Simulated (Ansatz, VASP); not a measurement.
Au: VASP beside Ansatz

```
Au
1.0
     1.42988   -2.58957    0.00000
     1.42988    2.58957    0.00000
     0.00000    0.00000    4.95756
Au
2
Direct
  0.33467 0.66533 0.25000
  0.66533 0.33467 0.75000
```

Alike in both runs: task single point; functional LDA; k mesh 11 × 11 × 6; occupations fermi-dirac, width 0.05 eV; no spin polarisation.

```csv
,VASP,Ansatz
version,VASP 6.6.1,Ansatz 0.2.0
potentials or method,"VASP PAW LDA potentials, release 64 (Au)",Ansatz PAW
plane-wave cutoff (eV),520,420
valence electrons in the cell,22,38
```

```csv
,VASP,Ansatz,Ansatz less VASP
gap on the k mesh at the Fermi level (eV),none,none,-
pressure (GPa),-13.9,-14.3,-0.35
"traceless stress, the component that is largest in VASP (GPa)",1.68,1.59,-0.092
```

LDA's correlation is that of Perdew and Zunger in VASP and of Perdew and Wang (1992) in Ansatz. A gap of «none» marks a metal or a gap that the smearing closes. VASP's potentials hold 22 valence electrons a cell and Ansatz's 38, so a difference there can come from the potentials and not from the codes.

Spin-orbit coupling is off throughout.
